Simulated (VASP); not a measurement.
# K: single point with PBE

K:

```
K
1.0
     4.79309    0.00000    0.00000
     0.00000    8.03366    0.00000
     0.00000    0.00000    7.42324
K
4
Cartesian
  2.3965 5.4449 1.8558
  2.3965 2.5888 5.5674
  0.0000 1.4280 1.8558
  0.0000 6.6056 5.5674
```

This cell differs from its parent crystal: strain along c alone, the other axes held: -3.0 %, then relaxed in part.

| Quantity | Value |
| --- | --- |
| Program | VASP 6.6.1 |
| Task | single point |
| Functional | PBE |
| Potentials or basis | VASP PAW PBE potentials, release 64 (K_sv) |
| Cutoff | 520 eV |
| k mesh | 10 × 6 × 6 |
| Occupations | gaussian, width 0.1 eV |
| Spin | no spin polarisation |
| Dipole correction | no |
| Further INCAR settings | ALGO = Normal; EDIFF = 1e-06; NBANDS = 26 |

```yaml
Pressure: 0.1 GPa
Largest_force: 0.004 eV/Å
Band_gap_on_the_k_mesh: zero (band 18 reaches 0.64 eV, above the bottom of band 19 at -0.87 eV)
```

Forces on the atoms (eV/Å):
```
K    0.000 -0.004  0.000
K    0.000  0.004  0.000
K    0.000 -0.004  0.000
K    0.000  0.004  0.000
```

Stress tensor (GPa, compression positive):
```
0.07 0.00 0.00
0.00 0.05 0.00
0.00 0.00 0.25
```

Levels at points of the mesh, in eV from the Fermi level:
```tsv
k point	band 15	band 16	band 17	band 18	band 19	band 20	band 21	band 22
(0.00, 0.00, 0.00)	-15.57	-15.57	-2.21	0.12	0.28	0.42	0.68	1.65
(0.50, 0.00, 0.00)	-15.59	-15.59	-0.45	-0.45	1.39	1.39	1.45	1.45
(0.00, 0.50, 0.00)	-15.57	-15.57	-1.55	-1.55	0.99	0.99	1.06	1.06
(0.50, 0.50, 0.00)	-15.57	-15.57	0.04	0.04	0.16	0.16	1.69	1.69
(0.00, 0.00, 0.50)	-15.57	-15.57	-1.44	-1.44	0.66	0.66	0.91	0.91
(0.50, 0.00, 0.50)	-15.58	-15.58	0.19	0.19	0.19	0.19	1.80	1.80
(0.00, 0.50, 0.50)	-15.58	-15.58	-0.82	-0.82	-0.82	-0.82	2.67	2.67
(0.50, 0.50, 0.50)	-15.58	-15.58	0.57	0.57	0.57	0.57	0.82	0.82
```

Wall time 3.3 min on 1 thread of Intel(R) Xeon(R) 6975P-C (Granite Rapids), on a shared host, peak memory 0.66 GiB.

Caveat: the cell differs from its parent crystal (strain along c alone, the other axes held: -3.0 %, then relaxed in part).
